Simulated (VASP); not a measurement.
# SrO (Fm-3m) in VASP: single point with PBE

Aim: the single point of SrO with PBE.

Everything below comes from runs of VASP 6.6.1. Logs are shortened: lines on timing, memory, paths and dates and some standing lists are left out, and cuts for length are marked.

### Step 1. The cell of the first run

It takes space group Fm-3m (No. 225, cubic). The conventional cell has a = 5.133 Å, b = 5.133 Å, c = 5.133 Å, α = 90.00°, β = 90.00°, γ = 90.00°. Within 3.4 Å of Sr (site symmetry m-3m) lie 6 O at 2.57 Å. Within 3.4 Å of O (site symmetry m-3m) lie 6 Sr at 2.57 Å.

### Step 2. Single point, PBE

INCAR

```
  PREC = Accurate
  ENCUT = 600
  EDIFF = 1E-6
  ISMEAR = 0
  SIGMA = 0.01
  LREAL = False
  LASPH = True
  NELM = 120
  ALGO = Normal
  ISIF = 2
  LWAVE = False
  LCHARG = False
  GGA = PE
  NBANDS = 15
  GGA_COMPAT = False
```

KPOINTS

```
Automatic mesh
0
Gamma
  6 6 6
```

POSCAR

```
SrO
1.0
    3.6292960000      0.0000000000      0.0000000000
    1.8146480000      3.1430625339      0.0000000000
    1.8146480000      1.0476875113      2.9633077752
Sr O
1 1
Direct
    0.5000000000      0.5000000000      0.5000000000
    0.0000000000      0.0000000000      0.0000000000
```

Potentials or basis: VASP PAW PBE potentials, release 64 (Sr_sv, O).

The run is started by

```bash
$ cat potpaw_PBE.64/Sr_sv/POTCAR potpaw_PBE.64/O/POTCAR > POTCAR
$ mpirun -np 1 vasp_std > vasp.out
```

OUTCAR:

```text
PREC = Accurate
   ENCUT = 600
   EDIFF = 1E-6
   ISMEAR = 0
   LREAL = False
   LASPH = True
   NELM = 120
   ISIF = 2
   GGA = PE

 ion  position               nearest neighbor table
   1  0.500  0.500  0.500-   2 2.57   2 2.57   2 2.57   2 2.57   2 2.57   2 2.57
   2  0.000  0.000  0.000-   1 2.57   1 2.57   1 2.57   1 2.57   1 2.57   1 2.57

  LATTYP: Found a face centered cubic cell.
 ALAT       =     5.1325996251

  Lattice vectors:

 A1 = (   3.6292960000,   0.0000000000,   0.0000000000)
 A2 = (   1.8146480000,   3.1430625339,   0.0000000000)
 A3 = (   1.8146480000,   1.0476875113,   2.9633077752)

Analysis of symmetry for initial positions (statically):
=====================================================================
 Subroutine PRICEL returns:
 Original cell was already a primitive cell.

 Routine SETGRP: Setting up the symmetry group for a
 face centered cubic supercell.

 Subroutine GETGRP returns: Found 48 space group operations
 (whereof 48 operations were pure point group operations)
 out of a pool of 48 trial point group operations.

The static configuration has the point symmetry O_h .

Analysis of symmetry for dynamics (positions and initial velocities):
=====================================================================
 Subroutine PRICEL returns:
 Original cell was already a primitive cell.

 Routine SETGRP: Setting up the symmetry group for a
 face centered cubic supercell.

 Subroutine GETGRP returns: Found 48 space group operations
 (whereof 48 operations were pure point group operations)
 out of a pool of 48 trial point group operations.

The dynamic configuration has the point symmetry O_h .

 Subroutine INISYM returns: Found 48 space group operations
 (whereof 48 operations are pure point group operations),
 and found     1 'primitive' translations

----------------------------------------------------------------------------------------

                                     Primitive cell

  volume of cell :      33.8028

  direct lattice vectors                    reciprocal lattice vectors
     3.629296000  0.000000000  0.000000000     0.275535531 -0.159080513 -0.112486909
     1.814648000  3.143062534  0.000000000     0.000000000  0.318161026 -0.112486909
     1.814648000  1.047687511  2.963307775     0.000000000  0.000000000  0.337460728

  length of vectors
     3.629296000  3.629296000  3.629296000     0.337460728  0.337460728  0.337460728

  position of ions in fractional coordinates (direct lattice)
     0.500000000  0.500000000  0.500000000
     0.000000000  0.000000000  0.000000000

  ion indices of the primitive-cell ions
   primitive index   ion index
                 1           1
                 2           2

----------------------------------------------------------------------------------------

 KPOINTS: Automatic mesh

Automatic generation of k-mesh.
 Grid dimensions read from file:
 generate k-points for:    6    6    6

 Generating k-lattice:

  Cartesian coordinates                     Fractional coordinates (reciprocal lattice)
     0.045922588 -0.026513419 -0.018747818     0.166666667  0.000000000  0.000000000
     0.000000000  0.053026838 -0.018747818     0.000000000  0.166666667  0.000000000
     0.000000000  0.000000000  0.056243455     0.000000000  0.000000000  0.166666667

  Length of vectors
     0.056243455  0.056243455  0.056243455

  Shift w.r.t. Gamma in fractional coordinates (k-lattice)
     0.000000000  0.000000000  0.000000000

 Subroutine IBZKPT returns following result:
 ===========================================

 Found     16 irreducible k-points:

 Following reciprocal coordinates:
            Coordinates               Weight
  0.000000  0.000000  0.000000      1.000000
  0.166667  0.000000 -0.000000      8.000000
  0.333333  0.000000  0.000000      8.000000
  0.500000  0.000000 -0.000000      4.000000
  0.166667  0.166667  0.000000      6.000000
  0.333333  0.166667  0.000000     24.000000
[... 8 lines left out ...]
 -0.333333  0.333333  0.166667     24.000000
 -0.333333  0.500000  0.166667     12.000000
   k-points           NKPTS =     16   k-points in BZ     NKDIM =     16   number of bands    NBANDS=     15
   number of dos      NEDOS =    301   number of ions     NIONS =      2
   total plane-waves  NPLWV =  27000
   dimension x,y,z NGX =    30 NGY =   30 NGZ =   30
   dimension x,y,z NGXF=    60 NGYF=   60 NGZF=   60
   ions per type =               1   1
   NGX,Y,Z   is equivalent  to a cutoff of  13.74, 13.74, 13.74 a.u.
   NGXF,Y,Z  is equivalent  to a cutoff of  27.48, 27.48, 27.48 a.u.
 SYSTEM =  unknown system
   PREC   = accura    normal or accurate (medium, high low for compatibility)
   ISTART =      0    job   : 0-new  1-cont  2-samecut
   ICHARG =      2    charge: 1-file 2-atom 10-const
   ISPIN  =      1    spin polarized calculation?
   LNONCOLLINEAR =      F non collinear calculations
   LSORBIT =      F    spin-orbit coupling
   LASPH  =      T    aspherical Exc in radial PAW
   ENCUT  =  600.0 eV  44.10 Ry    6.64 a.u.   7.25  7.25  7.25*2*pi/ulx,y,z
   NELM   =    120;   NELMIN=  2; NELMDL= -5     # of ELM steps
   EDIFF  = 0.1E-05   stopping-criterion for ELM
   LREAL  =      F    real-space projection
   EDIFFG = 0.1E-04   stopping-criterion for IOM
   NSW    =      0    number of steps for IOM
   IBRION =     -1    ionic relax: 0-MD 1-quasi-New 2-CG
   NFREE  =      0    steps in history (QN), initial steepest desc. (CG)
   ISIF   =      2    stress and relaxation
   ISYM   =      2    0-nonsym 1-usesym 2-fastsym
   POTIM  = 0.5000    time-step for ionic-motion
   TEBEG  =    0.0;   TEEND  =   0.0 temperature during run
   PSTRESS=    0.0 pullay stress
   NELECT =      16.0000    total number of electrons
   NUPDOWN=      -1.0000    fix difference up-down
   EMIN   =  10.00;   EMAX   =-10.00  energy-range for DOS
   EFERMI =   0.00;   METHOD = LEGACY
   ISMEAR =     0;   SIGMA  =   0.01  broadening in eV -4-tet -1-fermi 0-gaus
   EFERMI_NEDOS =   21; number of points for ismear=-14 and -15
   IALGO  =     38    algorithm
   IMIX   =      4    mixing-type and parameters
     AMIX     =   0.40;   BMIX     =  1.00
     AMIX_MAG =   1.60;   BMIX_MAG =  1.00
  volume/ion in A,a.u.               =      16.90       114.06
  Fermi-wavevector in a.u.,A,eV,Ry     =   1.275844  2.410995 22.147249  1.627777
  Thomas-Fermi vector in A             =   2.408533
   LORBIT       =      0    0 simple, 1 ext, 2 COOP (PROOUT), +10 PAW based schemes
   GGA     = PE    functional components
   LHFCALC =     F    Hartree Fock is set to
   AEXX    =    0.0000 exact exchange contribution
   IVDW    =     0    specifies the selected vdW correction
   LEPSILON=     F    determine dielectric tensor
   LRPA    =     F    only Hartree local field effects (RPA)
 non-spin polarized calculation
 Gauss-broadening in eV      SIGMA  =   0.01
  energy-cutoff  :      600.00
  volume of cell :       33.80
 maximum number of plane-waves:      1158
 NGX is ok and might be reduce to    30
   NGX = 15   NGY = 15   NGZ = 15

 number of electron      15.9999997 magnetization

 Free energy of the ion-electron system (eV)
  ---------------------------------------------------
  ext. energy  EPLUGINS =         0.00000000
  ---------------------------------------------------
  free energy    TOTEN  =       -12.03867866 eV

  energy without entropy =      -12.03867866  energy(sigma->0) =      -12.03867866

 E-fermi :   1.8111     XC(G=0): -10.0521

 val. band max:        1.6883714419   @ k =   0.0000   0.0000   0.0000
 cond. band min:       4.9508861986   @ k =   0.5000   0.5000   0.0000
 fundamental gap:      3.2625147567
 Fermi energy:         1.8111368739

 k-point     1 :       0.0000    0.0000    0.0000
  band No.  band energies     occupation
      1     -30.6809      2.00000
      2     -13.4087      2.00000
      3     -12.3130      2.00000
      4     -12.3130      2.00000
      5     -12.3130      2.00000
      6       1.6884      2.00000
      7       1.6884      2.00000
      8       1.6884      2.00000
      9       5.7118      0.00000
     10       7.9119      0.00000
     11       7.9119      0.00000
     12       7.9119      0.00000
     13      10.0915      0.00000
     14      10.0915      0.00000
     15      14.4285      0.00000

 k-point     2 :       0.1667    0.0000   -0.0000
  band No.  band energies     occupation
      1     -30.6461      2.00000
      2     -13.9715      2.00000
      3     -12.3341      2.00000
      4     -12.3341      2.00000
      5     -11.8357      2.00000
      6       0.9644      2.00000
      7       1.3567      2.00000
      8       1.3567      2.00000
      9       6.8655      0.00000
     10       7.7140      0.00000
     11       8.4491      0.00000
     12       8.4491      0.00000
     13      10.7951      0.00000
     14      10.7951      0.00000
     15      16.0916      0.00000

 k-point     3 :       0.3333    0.0000    0.0000
  band No.  band energies     occupation
      1     -30.5752      2.00000
      2     -14.6660      2.00000
      3     -12.3753      2.00000
      4     -12.3753      2.00000
      5     -11.3128      2.00000
      6      -0.0684      2.00000
      7       0.7895      2.00000
      8       0.7895      2.00000
      9       7.8997      0.00000
     10       9.0159      0.00000
     11       9.7503      0.00000
     12       9.7503      0.00000
     13      12.3721      0.00000
     14      12.3721      0.00000
     15      17.6182      0.00000
[... 199 lines left out ...]
 k-point    15 :      -0.3333    0.3333    0.1667
  band No.  band energies     occupation
      1     -30.5072      2.00000
      2     -14.3999      2.00000
      3     -12.8540      2.00000
      4     -12.7071      2.00000
      5     -11.6252      2.00000
      6       0.3537      2.00000
      7       1.0137      2.00000
      8       1.0774      2.00000
      9       7.9157      0.00000
     10       8.0431      0.00000
     11      10.7170      0.00000
     12      11.8266      0.00000
     13      13.1878      0.00000
     14      14.7465      0.00000
     15      15.4614      0.00000

 k-point    16 :      -0.3333    0.5000    0.1667
  band No.  band energies     occupation
      1     -30.4969      2.00000
      2     -13.9719      2.00000
      3     -13.1436      2.00000
      4     -12.8430      2.00000
      5     -11.9139      2.00000
      6       0.7989      2.00000
      7       1.2343      2.00000
      8       1.3536      2.00000
      9       6.3424      0.00000
     10       9.2980      0.00000
     11      10.1903      0.00000
     12      12.7343      0.00000
     13      12.8376      0.00000
     14      14.7331      0.00000
     15      15.2418      0.00000

------------------------ aborting loop because EDIFF is reached ----------------------------------------

  FORCE on cell =-STRESS in cart. coord.  units (eV):
  Direction    XX          YY          ZZ          XY          YZ          ZX
  --------------------------------------------------------------------------------------
  -------------------------------------------------------------------------------------
  Total        0.8085682      0.8085682      0.8085682     -0.0000000     -0.0000000      0.0000000
  in kB       38.3243721     38.3243721     38.3243721     -0.0000000     -0.0000000      0.0000000
  external PRESSURE =      38.3243721 kB  Pullay stress =       0.0000000 kB

 VOLUME and BASIS-vectors are now :
 -----------------------------------------------------------------------------
  energy-cutoff  :      600.00
  volume of cell :       33.80
      direct lattice vectors                 reciprocal lattice vectors
     3.629296000  0.000000000  0.000000000     0.275535531 -0.159080513 -0.112486909
     1.814648000  3.143062534  0.000000000     0.000000000  0.318161026 -0.112486909
     1.814648000  1.047687511  2.963307775     0.000000000  0.000000000  0.337460728

 POSITION                                       TOTAL-FORCE (eV/Angst)
 -----------------------------------------------------------------------------------
      3.62930      2.09538      1.48165         0.000000     -0.000000      0.000000
      0.00000      0.00000      0.00000        -0.000000      0.000000      0.000000
 -----------------------------------------------------------------------------------
    total drift:                                0.000000      0.000000     -0.000000

  FREE ENERGIE OF THE ION-ELECTRON SYSTEM (eV)
  ---------------------------------------------------
  free  energy   TOTEN  =       -12.0386786632 eV

  energy  without entropy=      -12.0386786632  energy(sigma->0) =      -12.03867866
```

It used 19 s of CPU time on 1 thread of AMD EPYC 7R13 Processor (Zen 3), on a shared host.

Results:

```
Free energy            : -12.0387 eV
Pressure               : 3.8 GPa
Band gap on the k mesh : 3.26 eV, indirect (least direct gap 3.35 eV)
```
